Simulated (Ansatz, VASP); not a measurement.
## TaN in VASP and in Ansatz

```
Ta N
1.0
     5.23041    0.00000    0.00000
    -2.61521    4.52967    0.00000
     0.00000    0.00000    2.93028
Ta N
3 3
Direct
  0.33333 0.66667 0.50000
  0.66667 0.33333 0.50000
  0.00000 0.00000 0.00000
  0.39285 0.00000 0.00000
  0.60715 0.60715 0.00000
  0.00000 0.39285 0.00000
```

Alike in both runs: task single point; functional PBEsol; k mesh 5 × 5 × 8; occupations fermi-dirac, width 0.1 eV; no spin polarisation.

|  | VASP | Ansatz |
| --- | --- | --- |
| version | VASP 6.6.1 | Ansatz 0.2.0 |
| potentials or method | VASP PAW PBE potentials, release 64 (Ta_pv, N), cutoff 520 eV | plane waves, PAW |
| valence electrons in the cell | 48 | 54 |

Ansatz gave:

```
pressure (GPa)                                                : -9.8
traceless stress, the component that is largest in VASP (GPa) : -1.39
```

Q: What did VASP give for the same quantities?

A: Pressure (GPa): -9.1; traceless stress, the component that is largest in VASP (GPa): -1.46.

VASP's potentials were made for PBE, not for PBEsol. VASP's potentials hold 48 valence electrons a cell and Ansatz's 54, so a difference there can come from the potentials and not from the codes.

Spin-orbit coupling is off throughout.
